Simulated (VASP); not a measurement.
# Li3P2 (R-3m) in VASP: notebook, part 2 of 2

VASP 6.6.1. Earlier steps stand in the parts before.

### 4 Relaxation of cell and atoms, PBE

INCAR reads:

```
SYSTEM = Li3P2
PREC     = Accurate       ! precision mode
ENCUT    = 600            ! plane-wave cutoff, eV
EDIFF    = 1E-6           ! SCF threshold, eV
ISMEAR   = 0              ! smearing method
SIGMA    = 0.1            ! smearing width, eV
LREAL    = .FALSE.        ! projectors in reciprocal space
LASPH    = .TRUE.         ! aspherical terms in the spheres
NELM     = 60             ! most SCF steps
ALGO     = Normal         ! electronic algorithm
ISIF     = 3              ! what is computed and relaxed
LWAVE    = .FALSE.        ! write WAVECAR
LCHARG   = .FALSE.        ! write CHGCAR
GGA      = PE             ! functional
IBRION   = 2              ! ionic algorithm
NSW      = 90             ! ionic steps
EDIFFG   = -0.04          ! ionic threshold
```

KPOINTS reads:

```
regular mesh
0
G
  6 6 6
  0 0 0
```

POSCAR reads:

```
Li3P2
1.0
    1.6476424879      0.9512668339      7.6376587071
   -1.6476424879      0.9512668339      7.6376587071
    0.0000000000     -1.9025336677      7.6376587071
Li P
3 2
Direct
    0.0000000000      0.0000000000      0.0000000000
    0.2095000000      0.2095000000      0.2095000000
    0.7905000000      0.7905000000      0.7905000000
    0.4000000000      0.4000000000      0.4000000000
    0.6000000000      0.6000000000      0.6000000000
```

Started as:

```bash
cat potpaw_PBE.64/Li_sv/POTCAR potpaw_PBE.64/P/POTCAR > POTCAR
mpirun -np 1 vasp_std > vasp.out
```

Wall time 17 min (1 thread of Intel Xeon 6975P-C (Granite Rapids), shared host); peak memory 0.62 GiB.

Results (log left out):

| Item | Value |
| --- | --- |
| Free energy | -17.4115 eV |
| Relaxed volume | 15.17 Å³/atom |
| Relaxed cell | a = 10.107 Å, b = 10.107 Å, c = 10.107 Å, α = 16.87°, β = 16.87°, γ = 16.87° |
| Space group after relaxing (to 0.1 Å) | R-3m (No. 166) |
| Energy gained by relaxing | 212.7 meV/atom |
| Ionic steps | 17 |
| Pressure after relaxing | -0.1 GPa |
| Largest force after relaxing | 0.037 eV/Å |
| Band gap on the k mesh | zero (an odd number of electrons rules out a gap without spin polarisation) |

Forces on the atoms (eV/Å):
```
Li   0.000  0.000  0.000
Li   0.000  0.000  0.037
Li   0.000  0.000 -0.037
P    0.000  0.000  0.015
P    0.000  0.000 -0.015
```

The path:
| step | energy change (eV) | largest force (eV/Å) | pressure (GPa) | volume (Å³) |
| --- | --- | --- | --- | --- |
| 1 | 0.0000 | 0.7317 | 6.70 | 71.83 |
| 2 | -0.3847 | 0.3674 | 1.34 | 78.17 |
| 3 | -0.4808 | 0.3922 | -1.70 | 83.23 |
| 4 | -0.4830 | 0.3839 | -2.15 | 84.12 |
| 5 | -0.6248 | 0.0686 | -1.94 | 82.43 |
| 6 | -0.8408 | 0.5401 | -0.72 | 78.93 |
| 7 | -0.4695 | 1.9980 | 5.02 | 71.08 |
| 8 | -0.8474 | 0.7775 | 0.09 | 77.62 |
| 9 | -0.9335 | 0.7372 | -0.17 | 76.08 |
| 10 | -0.7572 | 0.4181 | -0.09 | 71.95 |
| 11 | -0.9555 | 0.5882 | -0.32 | 75.15 |
| 12 | -1.0050 | 0.3001 | -0.10 | 74.48 |
| 13 | -1.0204 | 0.3034 | 0.22 | 73.81 |
| 14 | -1.0370 | 0.2199 | 0.33 | 74.02 |
| 15 | -1.0594 | 0.0192 | 0.74 | 74.64 |
| 16 | -1.0597 | 0.0696 | -0.84 | 77.06 |
| 17 | -1.0633 | 0.0366 | -0.09 | 75.87 |

Final structure:
```yaml
crystal:
  lattice:
    - [1.48283, 0.85611, 9.96093]
    - [-1.48283, 0.85611, 9.96093]
    - [0.00000, -1.71222, 9.96093]
  atoms:
    - { symbol: Li, position: [0.00000, 0.00000, 0.00000] }
    - { symbol: Li, position: [0.21076, 0.21076, 0.21076] }
    - { symbol: Li, position: [0.78924, 0.78924, 0.78924] }
    - { symbol: P, position: [0.39773, 0.39773, 0.39773] }
    - { symbol: P, position: [0.60227, 0.60227, 0.60227] }
```

Levels at points of the mesh, in eV from the Fermi level:
| k point | band 5 | band 6 | band 7 | band 8 | band 9 | band 10 | band 11 | band 12 | band 13 |
| --- | --- | --- | --- | --- | --- | --- | --- | --- | --- |
| (0.00, 0.00, 0.00) | -11.66 | -4.30 | -3.04 | -1.62 | 4.86 | 4.86 | 4.89 | 4.89 | 4.97 |
| (0.50, 0.00, 0.00) | -8.13 | -4.67 | -4.57 | -1.61 | -0.69 | 2.09 | 2.16 | 2.37 | 2.76 |
| (0.50, 0.50, 0.00) | -8.14 | -4.66 | -4.57 | -1.46 | -0.96 | 2.15 | 2.24 | 2.39 | 3.22 |
| (0.50, 0.50, 0.50) | -11.66 | -4.07 | -3.57 | -1.12 | 3.38 | 4.86 | 4.86 | 4.89 | 4.89 |

Caveat: the k points lie up to 0.41 Å⁻¹ apart in the final cell, too coarse for converged energies and pressures of a metal; the cutoff is under 1.25 times the usual one of these potentials, so pressure, stress and relaxed cells hold a basis-set (Pulay) error; a cell axis changed by over 15 % at a fixed basis, so the end point is rough.

### 5 Single point, PBE

This run uses another cell than the first one, of 15.00 Å³/atom.

INCAR reads:

```
  PREC = Accurate
  ENCUT = 520
  EDIFF = 1E-6
  ISMEAR = 0
  SIGMA = 0.1
  LREAL = F
  LASPH = T
  NELM = 80
  ALGO = Normal
  ISIF = 2
  LWAVE = F
  LCHARG = F
  GGA = PE
  NBANDS = 18
```

KPOINTS reads:

```
Automatic mesh
0
Gamma
  12 12 12
```

POSCAR reads:

```
Li3P2
1.0
    1.4330294084      0.8273599147     10.5446092529
   -1.4330294084      0.8273599147     10.5446092529
    0.0000000000     -1.6547198295     10.5446092529
Li P
3 2
Direct
    0.0000000000      0.0000000000      0.0000000000
    0.2106430501      0.2106430501      0.2106430501
    0.7893569499      0.7893569499      0.7893569499
    0.3966552610      0.3966552610      0.3966552610
    0.6033447390      0.6033447390      0.6033447390
```

Started as:

```bash
cat potpaw_PBE.64/Li_sv/POTCAR potpaw_PBE.64/P/POTCAR > POTCAR
mpirun -np 1 vasp_std > vasp.out
```

It took 26 min on 1 thread of Intel Xeon 6975P-C (Granite Rapids), shared host; peak memory 0.99 GiB.

The run converged. Its results:

- Free energy: -17.7132 eV
- Band gap on the k mesh: zero (an odd number of electrons rules out a gap without spin polarisation)

Levels at points of the mesh, in eV from the Fermi level:
```
           k point  band 5  band 6  band 7  band 8  band 9  band 10  band 11  band 12  band 13  band 14
(0.00, 0.00, 0.00)  -12.67   -5.03   -4.08   -2.09    3.56     3.70     5.19     5.19     5.21     5.21
(0.50, 0.00, 0.00)   -8.55   -5.52   -5.44   -1.98   -1.12     1.61     2.19     2.36     2.62     4.27
(0.50, 0.50, 0.00)   -8.55   -5.52   -5.44   -1.90   -1.29     1.89     2.18     2.36     2.68     3.90
(0.50, 0.50, 0.50)  -12.67   -4.93   -4.31   -1.82    2.15     5.19     5.19     5.21     5.21     6.51
```

Caveat: the cutoff is under 1.25 times the usual one of these potentials, so pressure, stress and relaxed cells hold a basis-set (Pulay) error.

### 6 Overview

| task | cell | k mesh | cutoff (eV) | gap on the mesh (eV) | largest force (eV/Å) |
| --- | --- | --- | --- | --- | --- |
| single point | a = 7.871 Å, angles 24.2°, 5 atoms, atomic positions A | 6 × 6 × 6 | 520 | none | 0.73 |
| single point | a = 10.504 Å, angles 16.2°, 5 atoms, atomic positions B | 6 × 6 × 6 | 520 | none | 0.01 |
| relaxation of cell and atoms | relaxed from a = 7.871 Å, angles 24.2°, 5 atoms, atomic positions A | 6 × 6 × 6 | 600 | none | 0.04 |
| single point | a = 10.674 Å, angles 15.4°, 5 atoms, atomic positions C | 12 × 12 × 12 | 520 | none | - |

Alike in all rows: level PBE; potentials or basis VASP PAW PBE potentials, release 64 (Li_sv, P); no spin polarisation; smearing gaussian 0.1 eV.

Caveats: some runs use coarse meshes; the cutoff is under 1.25 times the usual one of these potentials, so pressure, stress and relaxed cells hold a basis-set (Pulay) error; a cell axis changed by over 15 % at a fixed basis, so the end point is rough (at least some runs).

Absolute energies hang on the potentials; compare differences alone.
